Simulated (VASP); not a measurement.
# CuO in VASP: settings compared, part 2 of 2

VASP 6.6.1. The steps go on from the part before.

**4. Single point, PBE**

This run uses another cell than the first one, of 9.55 Å³/atom, 1.090 times its volume.

The input, INCAR:

```
ALGO = Normal ; EDIFF = 1E-6
ENCUT = 520 ; GGA = PE
ISIF = 2 ; ISMEAR = -1
LASPH = T ; LCHARG = F
LREAL = F ; LWAVE = F
NBANDS = 16 ; NELM = 80
PREC = Accurate ; SIGMA = 0.05
```

The input, KPOINTS:

```
k-points
0
Gamma
  9 9 9
```

The input, POSCAR:

```
CuO
1.0
    0.0000034403      2.1217320998      2.1212717953
    2.1216990580      0.0000560609      2.1212191747
    2.1217068700      2.1216872913      0.0000482488
Cu O
1 1
Direct
   -0.0000001060      0.0000002088      1.0000000288
    0.5000001060      0.4999997912      0.4999999712
```

Potentials or basis: VASP PAW PBE potentials, release 64 (Cu, O).

Started as:

```bash
cat potpaw_PBE.64/Cu/POTCAR potpaw_PBE.64/O/POTCAR > POTCAR
mpirun -np 1 vasp_std > vasp.out
```

OUTCAR:

```text
EDIFF = 1E-6
   ENCUT = 520
   GGA = PE
   ISIF = 2
   ISMEAR = -1
   LASPH = T
   LREAL = F
   NELM = 80
   PREC = Accurate

 ion  position               nearest neighbor table
   1  1.000  0.000  0.000-   2 2.12   2 2.12   2 2.12   2 2.12   2 2.12   2 2.12
   2  0.500  0.500  0.500-   1 2.12   1 2.12   1 2.12   1 2.12   1 2.12   1 2.12

  LATTYP: Found a base centered monoclinic cell.
 ALAT       =     4.2424427224
 B/A-ratio  =     1.0002262294
 C/A-ratio  =     0.7071666938
 COS(beta)  =    -0.7070132482

  Lattice vectors:

 A1 = (  -2.1216990580,  -0.0000560609,  -2.1212191747)
 A2 = (   2.1217034297,  -0.0000448085,  -2.1212235465)
 A3 = (  -0.0000078120,  -2.1216312304,   2.1211709259)

Analysis of symmetry for initial positions (statically):
=====================================================================
 Subroutine PRICEL returns:
 Original cell was already a primitive cell.

 Routine SETGRP: Setting up the symmetry group for a
 base centered monoclinic supercell.

 Subroutine GETGRP returns: Found  4 space group operations
 (whereof  4 operations were pure point group operations)
 out of a pool of  4 trial point group operations.

The static configuration has the point symmetry C_2h.

Analysis of symmetry for dynamics (positions and initial velocities):
=====================================================================
 Subroutine PRICEL returns:
 Original cell was already a primitive cell.

 Routine SETGRP: Setting up the symmetry group for a
 base centered monoclinic supercell.

 Subroutine GETGRP returns: Found  4 space group operations
 (whereof  4 operations were pure point group operations)
 out of a pool of  4 trial point group operations.

The dynamic configuration has the point symmetry C_2h.

 Subroutine INISYM returns: Found  4 space group operations
 (whereof  4 operations are pure point group operations),
 and found     1 'primitive' translations

----------------------------------------------------------------------------------------

                                     Primitive cell

  volume of cell :      19.0977

  direct lattice vectors                    reciprocal lattice vectors
     0.000003440  2.121732100  2.121271795    -0.235660328  0.235657142  0.235707413
     2.121699058  0.000056061  2.121219175     0.235660814 -0.235668349  0.235719105
     2.121706870  2.121687291  0.000048249     0.235659078  0.235667099 -0.235718619

  length of vectors
     3.000256844  3.000196274  3.000532787     0.408201009  0.408214510  0.408212506

  position of ions in fractional coordinates (direct lattice)
     0.999999894  0.000000209  0.000000029
     0.500000106  0.499999791  0.499999971

  ion indices of the primitive-cell ions
   primitive index   ion index
                 1           1
                 2           2

----------------------------------------------------------------------------------------

 KPOINTS: k-points

Automatic generation of k-mesh.
 Grid dimensions read from file:
 generate k-points for:    9    9    9

 Generating k-lattice:

  Cartesian coordinates                     Fractional coordinates (reciprocal lattice)
    -0.026184481  0.026184127  0.026189713     0.111111111  0.000000000 -0.000000000
     0.026184535 -0.026185372  0.026191012     0.000000000  0.111111111  0.000000000
     0.026184342  0.026185233 -0.026190958     0.000000000  0.000000000  0.111111111

  Length of vectors
     0.045355668  0.045357168  0.045356945

  Shift w.r.t. Gamma in fractional coordinates (k-lattice)
     0.000000000  0.000000000  0.000000000

 Subroutine IBZKPT returns following result:
 ===========================================

 Found    205 irreducible k-points:

 Following reciprocal coordinates:
            Coordinates               Weight
  0.000000  0.000000  0.000000      1.000000
  0.111111 -0.000000 -0.000000      4.000000
  0.222222  0.000000  0.000000      4.000000
  0.333333  0.000000 -0.000000      4.000000
  0.444444  0.000000  0.000000      4.000000
  0.000000  0.111111 -0.000000      4.000000
[... 16 lines left out ...]
 -0.111111  0.222222 -0.000000      4.000000
 -0.000000  0.333333 -0.000000      4.000000
 [... further k-points ...]
   k-points           NKPTS =    205   k-points in BZ     NKDIM =    205   number of bands    NBANDS=     16
   number of dos      NEDOS =    301   number of ions     NIONS =      2
   total plane-waves  NPLWV =  13824
   dimension x,y,z NGX =    24 NGY =   24 NGZ =   24
   dimension x,y,z NGXF=    48 NGYF=   48 NGZF=   48
   ions per type =               1   1
   NGX,Y,Z   is equivalent  to a cutoff of  13.30, 13.30, 13.30 a.u.
   NGXF,Y,Z  is equivalent  to a cutoff of  26.60, 26.60, 26.59 a.u.
 SYSTEM =  unknown system
   PREC   = accura    normal or accurate (medium, high low for compatibility)
   ISTART =      0    job   : 0-new  1-cont  2-samecut
   ICHARG =      2    charge: 1-file 2-atom 10-const
   ISPIN  =      1    spin polarized calculation?
   LNONCOLLINEAR =      F non collinear calculations
   LSORBIT =      F    spin-orbit coupling
   LASPH  =      T    aspherical Exc in radial PAW
   ENCUT  =  520.0 eV  38.22 Ry    6.18 a.u.   5.58  5.58  5.58*2*pi/ulx,y,z
   NELM   =     80;   NELMIN=  2; NELMDL= -5     # of ELM steps
   EDIFF  = 0.1E-05   stopping-criterion for ELM
   LREAL  =      F    real-space projection
   EDIFFG = 0.1E-04   stopping-criterion for IOM
   NSW    =      0    number of steps for IOM
   IBRION =     -1    ionic relax: 0-MD 1-quasi-New 2-CG
   NFREE  =      0    steps in history (QN), initial steepest desc. (CG)
   ISIF   =      2    stress and relaxation
   ISYM   =      2    0-nonsym 1-usesym 2-fastsym
   POTIM  = 0.5000    time-step for ionic-motion
   TEBEG  =    0.0;   TEEND  =   0.0 temperature during run
   PSTRESS=    0.0 pullay stress
   NELECT =      17.0000    total number of electrons
   NUPDOWN=      -1.0000    fix difference up-down
   EMIN   =  10.00;   EMAX   =-10.00  energy-range for DOS
   EFERMI =   0.00;   METHOD = LEGACY
   ISMEAR =    -1;   SIGMA  =   0.05  broadening in eV -4-tet -1-fermi 0-gaus
   EFERMI_NEDOS =   21; number of points for ismear=-14 and -15
   IALGO  =     38    algorithm
   IMIX   =      4    mixing-type and parameters
     AMIX     =   0.40;   BMIX     =  1.00
     AMIX_MAG =   1.60;   BMIX_MAG =  1.00
  volume/ion in A,a.u.               =       9.55        64.44
  Fermi-wavevector in a.u.,A,eV,Ry     =   1.574820  2.975979 33.743249  2.480059
  Thomas-Fermi vector in A             =   2.675897
   LORBIT       =      0    0 simple, 1 ext, 2 COOP (PROOUT), +10 PAW based schemes
   GGA     = PE    functional components
   LHFCALC =     F    Hartree Fock is set to
   AEXX    =    0.0000 exact exchange contribution
   IVDW    =     0    specifies the selected vdW correction
   LEPSILON=     F    determine dielectric tensor
   LRPA    =     F    only Hartree local field effects (RPA)
 non-spin polarized calculation
  energy-cutoff  :      520.00
  volume of cell :       19.10
 maximum number of plane-waves:       532
   NGX = 11   NGY = 11   NGZ = 11

 number of electron      17.0000013 magnetization

 Free energy of the ion-electron system (eV)
  ---------------------------------------------------
  ext. energy  EPLUGINS =         0.00000000
  ---------------------------------------------------
  free energy    TOTEN  =        -9.54721496 eV

  energy without entropy =       -9.53807779  energy(sigma->0) =       -9.54264637

 E-fermi :   6.1627     XC(G=0): -12.3827

 val. band max:        6.1295493251   @ k =   0.0000  -0.3333   0.3333
 cond. band min:       6.1777712796   @ k =  -0.2222   0.1111   0.1111
 fundamental gap:      0.0482219544
 Fermi energy:         6.1627233493

 k-point     1 :       0.0000    0.0000    0.0000
  band No.  band energies     occupation
      1     -13.3825      2.00000
      2       3.6782      2.00000
      3       3.6782      2.00000
      4       3.6791      2.00000
      5       3.7762      2.00000
      6       3.7772      2.00000
[... 8 lines left out ...]
     15      27.2548      0.00000
     16      27.2563      0.00000
[... 419 lines left out ...]
 k-point    24 :      -0.0000    0.3333   -0.0000
  band No.  band energies     occupation
      1     -12.4757      2.00000
      2      -0.3709      2.00000
      3       1.5656      2.00000
      4       1.5663      2.00000
      5       4.1382      2.00000
      6       4.1383      2.00000
[... 8 lines left out ...]
     15      29.0971      0.00000
     16      29.0979      0.00000

 [... further k-points ...]

------------------------ aborting loop because EDIFF is reached ----------------------------------------

  FORCE on cell =-STRESS in cart. coord.  units (eV):
  Direction    XX          YY          ZZ          XY          YZ          ZX
  --------------------------------------------------------------------------------------
  -------------------------------------------------------------------------------------
  Total        0.0342611      0.0343247      0.0358890      0.0000002     -0.0002716     -0.0000001
  in kB        2.8742960      2.8796333      3.0108637      0.0000153     -0.0227831     -0.0000061
  external PRESSURE =       2.9215977 kB  Pullay stress =       0.0000000 kB

 VOLUME and BASIS-vectors are now :
 -----------------------------------------------------------------------------
  energy-cutoff  :      520.00
  volume of cell :       19.10
      direct lattice vectors                 reciprocal lattice vectors
     0.000003440  2.121732100  2.121271795    -0.235660328  0.235657142  0.235707413
     2.121699058  0.000056061  2.121219175     0.235660814 -0.235668349  0.235719105
     2.121706870  2.121687291  0.000048249     0.235659078  0.235667099 -0.235718619

 POSITION                                       TOTAL-FORCE (eV/Angst)
 -----------------------------------------------------------------------------------
      0.00000      2.12173      2.12127        -0.000000      0.000000      0.000000
      2.12170      2.12174      2.12127         0.000000      0.000000     -0.000000
 -----------------------------------------------------------------------------------
    total drift:                                0.000491     -0.000160      0.000212

  FREE ENERGIE OF THE ION-ELECTRON SYSTEM (eV)
  ---------------------------------------------------
  free  energy   TOTEN  =        -9.5472149642 eV

  energy  without entropy=       -9.5380777855  energy(sigma->0) =       -9.54264637
```

It took 59 s on 1 thread of AMD EPYC 7R13 (Zen 3), shared host; peak memory 0.15 GiB.

Results:

```
Free energy : -9.5472 eV
Pressure    : 0.3 GPa
```

Levels at points of the mesh, in eV from the Fermi level:
```tsv
k point	band 6	band 7	band 8	band 9	band 10	band 11	band 12	band 13
(0.00, 0.00, 0.00)	-2.39	-2.39	-2.23	-2.23	1.35	18.12	18.59	18.59
```

Caveat: an odd number of electrons without spin polarisation forces a metal; a magnetic or distorted state may lie lower; semilocal functionals often make such compounds metallic where correlation or magnetic order opens a gap, which also shifts bond lengths. With open d or f shells a metallic result of PBE can be an artefact of self-interaction; +U or a hybrid may open a gap.

**5. The runs side by side**

| level | potentials or basis | cell | gap on the mesh (eV) | pressure (GPa) |
| --- | --- | --- | --- | --- |
| LDA | VASP PAW LDA potentials, release 64 (Cu, O) | a = 2.915 Å, angles 60.0°, 2 atoms | none | 0.7 |
| PBEsol | VASP PAW PBE potentials, release 64 (Cu, O) | a = 2.951 Å, angles 60.0°, 2 atoms | none | 0.6 |
| PBE | VASP PAW PBE potentials, release 64 (Cu, O) | a = 3.000 Å, angles 60.0°, 2 atoms | none | 0.3 |

Alike in all rows: task single point; no spin polarisation; k mesh 9 × 9 × 9; cutoff (eV) 520; smearing fermi-dirac 0.05 eV.

Caveats: an odd number of electrons without spin polarisation forces a metal; a magnetic or distorted state may lie lower; semilocal functionals often make such compounds metallic where correlation or magnetic order opens a gap, which also shifts bond lengths; the PAW data sets were made with another functional, which shifts forces and pressure a little (some runs).

Total energies depend on the potentials used, so only differences within one code and one set of settings carry meaning.
